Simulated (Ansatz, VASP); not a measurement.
Au: VASP beside Ansatz

File POSCAR:

```
Au
1.0
   -1.6075509300      1.6075509300      1.7069870700
    1.6075509300     -1.6075509300      1.7069870700
    1.6075509300      1.6075509300     -1.7069870700
Au
1
Direct
    0.0000000000      0.0000000000      0.0000000000
```

INCAR.step1

```
SYSTEM = Au
PREC     = Accurate       ! precision mode
ENCUT    = 520            ! plane-wave cutoff, eV
ISMEAR   = 0              ! smearing method
SIGMA    = 0.15           ! smearing width, eV
LREAL    = .False.        ! projectors in reciprocal space
LASPH    = .True.         ! aspherical terms in the spheres
NELM     = 100            ! most SCF steps
NBANDS   = 12             ! bands
GGA      = PE             ! functional
ALGO     = Normal         ! electronic algorithm
EDIFF    = 1E-4           ! SCF threshold, eV
LWAVE    = .True.         ! write WAVECAR
LCHARG   = .False.        ! write CHGCAR
```

Contents of INCAR.step2:

```
SYSTEM = Au
PREC     = Accurate       ! precision mode
ENCUT    = 520            ! plane-wave cutoff, eV
EDIFF    = 1E-6           ! SCF threshold, eV
ISMEAR   = 0              ! smearing method
SIGMA    = 0.15           ! smearing width, eV
LREAL    = .False.        ! projectors in reciprocal space
LASPH    = .True.         ! aspherical terms in the spheres
NELM     = 100            ! most SCF steps
ALGO     = Normal         ! electronic algorithm
ISIF     = 2              ! what is computed and relaxed
LWAVE    = .False.        ! write WAVECAR
LCHARG   = .True.         ! write CHGCAR
METAGGA  = R2SCAN         ! meta-GGA
LMIXTAU  = .True.       
LELF     = .True.         ! ELF
LVHAR    = .True.       
NBANDS   = 12             ! bands
ISTART   = 1
```

File KPOINTS:

```
Automatic mesh
0
Gamma
  20 20 20
  0 0 0
```

Input for Ansatz:

```yaml
crystal:
  lattice:
    - [-1.60755093, 1.60755093, 1.70698707]
    - [1.60755093, -1.60755093, 1.70698707]
    - [1.60755093, 1.60755093, -1.70698707]
  atoms:
    - { symbol: Au, position: [0.0, 0.0, 0.0] }
basis:
  ecutwfc: 500
kpoints:
  mp_grid: { grid: [20, 20, 20] }
hamiltonian:
  xc: r2scan
scf:
  occupations: { method: gaussian, width: 0.15 }
output:
  forces: true
  stress: true
  eigenvalues: true
```

Change from the starting cell: strain -0.030 along x and y, +0.030 along z, atoms carried along.

Alike in both runs: task single point; functional r2SCAN; k mesh 20 × 20 × 20; occupations gaussian, width 0.15 eV; no spin polarisation.

```csv
,VASP,Ansatz
version,VASP 6.6.1,Ansatz 0.2.0
potentials or method,"VASP PAW PBE potentials, release 64 (Au), cutoff 520 eV","scalar-relativistic, plane waves, PAW"
valence electrons in the cell,11,19
```

|  | VASP | Ansatz | Ansatz less VASP |
| --- | --- | --- | --- |
| gap on the k mesh at the Fermi level (eV) | none | none | - |
| pressure (GPa) | -0.2 | -0.5 | -0.27 |
| traceless stress, the component that is largest in VASP (GPa) | 0.26 | 0.24 | -0.014 |

VASP's potentials were made for PBE, not for r2SCAN. A gap of «none» marks a metal or a gap that the smearing closes. With one functional, cell and mesh, what is left measures potentials, basis and numerics. VASP's potentials hold 11 valence electrons a cell and Ansatz's 19, so a difference there can come from the potentials and not from the codes.

Neither program's run includes spin-orbit coupling.
